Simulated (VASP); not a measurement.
# TiSi5 in VASP: notebook

TiSi5 is run at these levels: PBE; tasks: single point.

Everything below comes from runs of VASP 6.6.1. Logs are shortened: lines on timing, memory, paths and dates and some standing lists are left out, and cuts for length are marked.

**1. The cell of the first run**

The cell holds a disordered packing, 24 atoms: a = 7.379 Å, b = 7.174 Å, c = 7.314 Å, α = 90.32°, β = 90.42°, γ = 90.12°.

**2. Single point, PBE**

The input, INCAR:

```
SYSTEM = TiSi5
  ALGO = Normal
  EDIFF = 1E-6
  ENCUT = 400
  GGA = PE
  GGA_COMPAT = .FALSE.
  ISIF = 2
  ISMEAR = -1
  ISYM = -1
  LASPH = .TRUE.
  LCHARG = .TRUE.
  LELF = .TRUE.
  LREAL = Auto
  LVHAR = .TRUE.
  LWAVE = .FALSE.
  NBANDS = 82
  NELM = 120
  PREC = Accurate
  SIGMA = 0.05
```

The input, KPOINTS:

```
explicit points
1
Reciprocal
  0.25000000   0.25000000   0.25000000 1
```

The input, POSCAR:

```
TiSi5
1.0
    7.3792880000     -0.0073480000     -0.0270630000
   -0.0073480000      7.1740870000     -0.0200730000
   -0.0270630000     -0.0200730000      7.3139990000
Si Ti
20 4
Direct
    0.9039812015      0.7861546509     -0.0019226246
    0.5604554477      0.6114632141      0.2141716873
    0.1980751397      0.8143956819      0.4346643843
    0.9836995800      0.1386627876      1.0380450202
    0.8042242252      0.2054982462      0.3033356563
    0.5005124339      0.7729657756      0.5976663533
    0.5511568634      0.7087598375      0.9090736674
    0.1655665770      0.4251809663      0.0201095715
    0.6043167064      0.4462930606      0.6433380786
    0.5386981440      0.1562984413      0.4735346787
    0.1953174669      0.1507631747      0.4764080698
    0.3034036676      0.3223409472      0.7303137946
    0.2489620286      0.7433109339      0.1195603308
    0.9541988281      0.5362616639      0.3065998318
    0.5134697306      0.2741057558      0.1453974982
    0.9978503383      0.9839959087      0.7298387071
    0.8454932584      0.6947060055      0.6021341290
    0.7780349720      0.8581511106      0.2880847574
    0.3371297313      1.0388663513      0.9308203223
    0.6836366532      0.1164769130      0.8049691147
    0.3038108564      0.4651417607      0.3763790265
    0.7678674083      0.4374246674      0.9814342634
    0.1663326632      0.6843576800      0.7699059807
    0.9494322265      0.3372010932      0.6065137720
```

Potentials or basis: VASP PAW PBE potentials, release 64 (Si, Ti_sv).

The run is started by

```bash
$ cat potpaw_PBE.64/Si/POTCAR potpaw_PBE.64/Ti_sv/POTCAR > POTCAR
$ mpirun -np 1 vasp_std > vasp.out
```

OUTCAR:

```text
SYSTEM = TiSi5
   EDIFF = 1E-6
   ENCUT = 400
   GGA = PE
   ISIF = 2
   ISMEAR = -1
   ISYM = -1
   LASPH = .TRUE.
   LREAL = Auto
   NELM = 120
   PREC = Accurate

 ion  position               nearest neighbor table
   1  0.904  0.786  0.998-  18 2.38  16 2.53   4 2.61  23 2.67  22 2.70  13 2.71   7 2.73  14 2.91
                            17 2.99
   2  0.560  0.611  0.214-   7 2.34  18 2.44  21 2.48  15 2.49  13 2.58  22 2.61  14 3.03   6 3.06

   3  0.198  0.814  0.435-  13 2.39  11 2.43   6 2.54  23 2.64  21 2.66  14 2.84  16 2.89  17 3.01

   4  0.984  0.139  0.038-   5 2.40   8 2.46  16 2.51   1 2.61  22 2.70  20 2.79  19 2.82  18 3.13

   5  0.804  0.205  0.303-  10 2.36   4 2.40  15 2.48  18 2.50  14 2.62  24 2.63  22 2.90
   6  0.501  0.773  0.598-   7 2.35   9 2.49   3 2.54  17 2.61  23 2.85  10 2.91   2 3.06  18 3.13

   7  0.551  0.709  0.909-   2 2.34   6 2.35  22 2.58   9 2.73  13 2.73   1 2.73  19 2.85  23 3.01
                            17 3.14
   8  0.166  0.425  0.020-   4 2.46  13 2.47  12 2.47  23 2.62  14 2.74  21 2.80  15 2.93  22 2.95
                            19 3.12
   9  0.604  0.446  0.643-  10 2.46  12 2.48   6 2.49  17 2.54  24 2.68  20 2.71   7 2.73  22 2.74
                            21 2.95
  10  0.539  0.156  0.474-   5 2.36   9 2.46  11 2.53  15 2.55  20 2.66  12 2.83  21 2.90   6 2.91
                            18 3.09
  11  0.195  0.151  0.476-  12 2.36   3 2.43  24 2.45  21 2.51  10 2.53  16 2.65
  12  0.303  0.322  0.730-  11 2.36   8 2.47   9 2.48  19 2.53  24 2.76  21 2.79  23 2.80  10 2.83

  13  0.249  0.743  0.120-   3 2.39   8 2.47   2 2.58  19 2.62  23 2.66   1 2.71   7 2.73  21 2.78
                            14 2.98
  14  0.954  0.536  0.307-  17 2.57   5 2.62  24 2.62  18 2.66  21 2.68   8 2.74  22 2.82   3 2.84
                             1 2.91  13 2.98   2 3.03
  15  0.513  0.274  0.145-   5 2.48   2 2.49  22 2.52  10 2.55  19 2.63  21 2.67   8 2.93  20 3.01
[... 11 lines left out ...]
  21  0.304  0.465  0.376-   2 2.48  11 2.51   3 2.66  15 2.67  14 2.68  13 2.78  12 2.79   8 2.80
                            10 2.90   9 2.95
  22  0.768  0.437  0.981-  15 2.52   7 2.58   2 2.61   1 2.70  20 2.70   4 2.70   9 2.74  14 2.82
                             5 2.90   8 2.95
  23  0.166  0.684  0.770-  16 2.50   8 2.62   3 2.64  13 2.66  17 2.66   1 2.67  12 2.80   6 2.85
                             7 3.01
  24  0.949  0.337  0.607-  11 2.45  14 2.62   5 2.63  17 2.68   9 2.68  16 2.72  12 2.76  20 2.92

IMPORTANT INFORMATION: All symmetrisations will be switched off!
NOSYMM: (Re-)initialisation of all symmetry stuff for point group C_1.

----------------------------------------------------------------------------------------

                                     Primitive cell

  volume of cell :     387.1919
[... 100 lines left out ...]
   TEBEG  =    0.0;   TEEND  =   0.0 temperature during run
   PSTRESS=    0.0 pullay stress
   NELECT =     128.0000    total number of electrons
   NUPDOWN=      -1.0000    fix difference up-down
   EMIN   =  10.00;   EMAX   =-10.00  energy-range for DOS
   EFERMI =   0.00;   METHOD = LEGACY
   ISMEAR =    -1;   SIGMA  =   0.05  broadening in eV -4-tet -1-fermi 0-gaus
   EFERMI_NEDOS =   21; number of points for ismear=-14 and -15
   IALGO  =     38    algorithm
   IMIX   =      4    mixing-type and parameters
     AMIX     =   0.40;   BMIX     =  1.00
     AMIX_MAG =   1.60;   BMIX_MAG =  1.00
  volume/ion in A,a.u.               =      16.13       108.87
  Fermi-wavevector in a.u.,A,eV,Ry     =   1.131973  2.139119 17.433999  1.281363
  Thomas-Fermi vector in A             =   2.268673
   LORBIT       =      0    0 simple, 1 ext, 2 COOP (PROOUT), +10 PAW based schemes
   GGA     = PE    functional components
   LHFCALC =     F    Hartree Fock is set to
   AEXX    =    0.0000 exact exchange contribution
   IVDW    =     0    specifies the selected vdW correction
   LEPSILON=     F    determine dielectric tensor
   LRPA    =     F    only Hartree local field effects (RPA)
 non-spin polarized calculation
  energy-cutoff  :      400.00
  volume of cell :      387.19
 maximum number of plane-waves:      7030
 NGX is ok and might be reduce to    48
   NGX = 25   NGY = 23   NGZ = 23

 number of electron     127.9999994 magnetization

 Free energy of the ion-electron system (eV)
  ---------------------------------------------------
  ext. energy  EPLUGINS =         0.00000000
  ---------------------------------------------------
  free energy    TOTEN  =      -137.46260864 eV

  energy without entropy =     -137.41975820  energy(sigma->0) =     -137.44118342

 E-fermi :   8.6934     XC(G=0): -10.8043

 val. band max:        8.5481544300   @ k =   0.2500   0.2500   0.2500
 cond. band min:       8.8414715004   @ k =   0.2500   0.2500   0.2500
 fundamental gap:      0.2933170703
 Fermi energy:         8.6934295782

 k-point     1 :       0.2500    0.2500    0.2500
  band No.  band energies     occupation
      1     -48.2039      2.00000
      2     -48.1951      2.00000
      3     -48.0551      2.00000
      4     -47.9633      2.00000
      5     -24.6196      2.00000
      6     -24.5606      2.00000
[... 68 lines left out ...]
     75      10.1532      0.00000
     76      10.2292      0.00000
 [bands above 76 left out]

------------------------ aborting loop because EDIFF is reached ----------------------------------------

  FORCE on cell =-STRESS in cart. coord.  units (eV):
  Direction    XX          YY          ZZ          XY          YZ          ZX
  --------------------------------------------------------------------------------------
  -------------------------------------------------------------------------------------
  Total       -6.0112480     -8.4080054     -1.5378925      1.3829459      6.6280832     -6.0484052
  in kB      -24.8741881    -34.7918281     -6.3637081      5.7225483     27.4266154    -25.0279424
  external PRESSURE =     -22.0099081 kB  Pullay stress =       0.0000000 kB

 VOLUME and BASIS-vectors are now :
 -----------------------------------------------------------------------------
  energy-cutoff  :      400.00
  volume of cell :      387.19
      direct lattice vectors                 reciprocal lattice vectors
     7.379288000 -0.007348000 -0.027063000     0.135516409  0.000140206  0.000501818
    -0.007348000  7.174087000 -0.020073000     0.000140206  0.139391775  0.000383074
    -0.027063000 -0.020073000  7.313999000     0.000501818  0.000383074  0.136727018

 POSITION                                       TOTAL-FORCE (eV/Angst)
 -----------------------------------------------------------------------------------
      6.63795      5.61326      7.25969        -0.120482      0.173731     -0.052750
      4.12547      4.37827      1.53901        -0.063481     -0.178675      0.284687
      1.44391      5.83237      3.15743        -0.192565      0.829645      0.588799
      7.25695      0.98679      0.24886         0.229704      0.312499     -0.684995
      5.92488      1.46226      2.19271         0.770202      0.314961     -0.584994
      3.67157      5.52965      4.34227        -0.209983      0.247106     -1.199567
[... 16 lines left out ...]
      1.20155      4.89297      5.61285         0.168801     -0.180592      0.023352
      6.98724      2.39996      4.40358        -0.712717      0.261968      0.300562
 -----------------------------------------------------------------------------------
    total drift:                               -0.000488      0.002440      0.001594

  FREE ENERGIE OF THE ION-ELECTRON SYSTEM (eV)
  ---------------------------------------------------
  free  energy   TOTEN  =      -137.4626086406 eV

  energy  without entropy=     -137.4197581995  energy(sigma->0) =     -137.44118342
```

OSZICAR:

```text
N       E                     dE             d eps       ncg     rms          rms(c)
DAV:   1     0.898180479861E+03    0.89818E+03   -0.47274E+04   164   0.123E+03
DAV:   2    -0.171245397261E+02   -0.91531E+03   -0.87385E+03   180   0.350E+02
DAV:   3    -0.133549008909E+03   -0.11642E+03   -0.11206E+03   248   0.112E+02
DAV:   4    -0.145735814404E+03   -0.12187E+02   -0.12041E+02   248   0.298E+01
DAV:   5    -0.146438275095E+03   -0.70246E+00   -0.70123E+00   232   0.706E+00    0.261E+01
DAV:   6    -0.143575723375E+03    0.28626E+01   -0.10266E+02   240   0.393E+01    0.222E+01
DAV:   7    -0.138417487648E+03    0.51582E+01   -0.85239E+01   224   0.354E+01    0.106E+01
DAV:   8    -0.137938519992E+03    0.47897E+00   -0.63354E+00   208   0.923E+00    0.590E+00
DAV:   9    -0.137621776143E+03    0.31674E+00   -0.29162E+00   240   0.711E+00    0.339E+00
DAV:  10    -0.137485674389E+03    0.13610E+00   -0.78472E-01   232   0.380E+00    0.171E+00
DAV:  11    -0.137467295466E+03    0.18379E-01   -0.15068E-01   232   0.227E+00    0.122E+00
DAV:  12    -0.137462073793E+03    0.52217E-02   -0.33193E-02   216   0.852E-01    0.462E-01
DAV:  13    -0.137464530678E+03   -0.24569E-02   -0.15833E-02   240   0.677E-01    0.364E-01
DAV:  14    -0.137462532115E+03    0.19986E-02   -0.79388E-03   224   0.519E-01    0.814E-02
DAV:  15    -0.137462603498E+03   -0.71383E-04   -0.63936E-04   216   0.104E-01    0.371E-02
DAV:  16    -0.137462605251E+03   -0.17530E-05   -0.60557E-05   232   0.309E-02    0.160E-02
DAV:  17    -0.137462608639E+03   -0.33883E-05   -0.93720E-06   224   0.116E-02    0.462E-03
DAV:  18    -0.137462608641E+03   -0.12606E-08   -0.11276E-06   128   0.539E-03
   1 F= -.13746261E+03 E0= -.13744118E+03  d E =-.428504E-01
```

stdout:

```text
POSCAR found type information on POSCAR SiTi
 POSCAR found :  2 types and      24 ions
 scaLAPACK will be used
 LDA part: xc-table for (Slater+PW92), standard interpolation
 POSCAR, INCAR and KPOINTS ok, starting setup
 FFT: planning ... GRIDC
 FFT: planning ... GRID_SOFT
 FFT: planning ... GRID
 WAVECAR not read
 entering main loop
```

Run time: 41 s. Hardware: 1 thread of Intel Xeon 6975P-C (Granite Rapids), shared host; peak memory 0.31 GiB.

What came out:

```yaml
Free_energy: -137.4626 eV
Pressure: -2.2 GPa
Largest_force: 2.156 eV/Å
```

Forces in eV/Å, atoms in the order of the input:
```
Si  -0.120  0.174 -0.053
Si  -0.063 -0.179  0.285
Si  -0.193  0.830  0.589
Si   0.230  0.312 -0.685
Si   0.770  0.315 -0.585
Si  -0.210  0.247 -1.200
Si   0.224  0.148  0.130
Si  -0.322 -0.244  0.485
Si  -0.396 -0.158  0.449
Si  -0.705 -0.217 -0.125
Si  -0.205 -2.029 -0.699
Si   0.115  0.580  0.539
Si   0.707 -0.142 -0.173
Si  -0.177 -0.245  0.067
Si  -0.517 -0.139  0.194
Si  -0.154  0.895  0.015
Si   0.154 -0.126 -0.629
Si   0.295 -0.335  0.316
Si  -0.344 -0.159  0.004
Si   0.772 -0.170  0.380
Ti  -0.381  0.892  0.428
Ti   1.065 -0.331 -0.057
Ti   0.169 -0.181  0.023
Ti  -0.713  0.262  0.301
```

Caveat: the atoms stand as in a frame of molecular dynamics.

**3. Single point, PBE**

The input, INCAR:

```
SYSTEM = TiSi5
PREC = Accurate
ENCUT = 400
EDIFF = 1E-6
ISMEAR = -1
SIGMA = 0.05
LREAL = Auto
LASPH = .True.
NELM = 120
ALGO = Normal
ISIF = 2
LWAVE = .False.
LCHARG = .False.
GGA = PE
ISYM = -1
NBANDS = 82
GGA_COMPAT = .False.
```

KPOINTS is that of step 2.

The input, POSCAR:

```
TiSi5
1.0
    7.3792880000     -0.0073480000     -0.0270630000
   -0.0073480000      7.1740870000     -0.0200730000
   -0.0270630000     -0.0200730000      7.3139990000
Si Ti
20 4
Direct
    0.8799993285      0.8171101625     -0.0251502257
    0.5864534055      0.6110010446      0.1965023255
    0.2047301502      0.8505475074      0.4402659410
    1.0111067604      0.1603867850      1.0343813318
    0.7835510550      0.2157130516      0.2830003464
    0.5470898489      0.7664637787      0.5167047630
    0.5480180296      0.6854799958      0.8770632389
    0.1743631281      0.4521853991      0.0563529619
    0.6033140693      0.4378516894      0.6331869181
    0.4720060635      0.1768438388      0.4409796455
    0.1421103986      0.1609387172      0.3951144178
    0.2780307577      0.3402832789      0.7384485358
    0.2911562906      0.7735892780      0.1169414735
    0.9549230810      0.5207639534      0.3043956361
    0.4931664361      0.2988649681      0.1185420834
    1.0400506543      1.0071160604      0.7004405841
    0.8653888127      0.6982890142      0.5682390403
    0.8338271582      0.8786686832      0.2713403954
    0.3238352599      1.0429388143      0.9212996699
    0.7231244297      0.0952323047      0.8614218452
    0.2949501801      0.5253735091      0.4044222674
    0.7993375125      0.4405474574      0.9851668807
    0.1550729183      0.6978333100      0.8043840786
    0.9284317667      0.3238501767      0.6135219315
```

Potentials or basis: VASP PAW PBE potentials, release 64 (Si, Ti_sv).

The run is started by

```bash
$ cat potpaw_PBE.64/Si/POTCAR potpaw_PBE.64/Ti_sv/POTCAR > POTCAR
$ mpirun -np 1 vasp_std > vasp.out
```

It took 40 s on 1 thread of Intel Xeon 6975P-C (Granite Rapids), shared host; peak memory 0.31 GiB.

Results (log left out):

| Property | Result |
| --- | --- |
| Free energy | -138.1690 eV |
| Pressure | -1.8 GPa |
| Largest force | 1.442 eV/Å |

Forces on the atoms (eV/Å):
```
Si   0.021 -0.006 -1.404
Si  -0.385  0.679  0.849
Si  -0.103 -0.052  0.387
Si   0.651 -0.413  0.067
Si  -0.110  0.197  0.505
Si  -0.078  0.343  0.198
Si  -0.249  0.303 -0.309
Si  -0.206  0.473  0.388
Si  -0.588 -0.205  0.105
Si   0.568  0.012  0.103
Si  -0.123  0.334 -0.372
Si   0.099  0.040 -0.318
Si   0.236 -0.880  0.475
Si  -0.270 -0.116 -0.214
Si  -0.077 -0.441  0.411
Si  -0.283  0.292  0.410
Si   0.249  0.169  0.402
Si  -0.136 -0.287  1.158
Si   0.272  0.309 -0.269
Si   0.071  0.143 -0.776
Ti   0.800 -1.038 -0.532
Ti  -0.389  0.327 -0.125
Ti   0.439 -0.431 -1.304
Ti  -0.407  0.250  0.166
```

Stress tensor (GPa, compression positive):
```
-1.85 -1.67 -1.53
-1.67 -2.06  3.27
-1.53  3.27 -1.49
```

Levels at points of the mesh, in eV from the Fermi level:
| k point | band 60 | band 61 | band 62 | band 63 | band 64 | band 65 | band 66 | band 67 | band 68 | band 69 |
| --- | --- | --- | --- | --- | --- | --- | --- | --- | --- | --- |
| (0.25, 0.25, 0.25) | -0.76 | -0.66 | -0.43 | -0.36 | -0.21 | 0.21 | 0.34 | 0.61 | 0.69 | 0.86 |

Caveat: the atoms stand as in a frame of molecular dynamics.

(Part 1 of 2 ends here.)
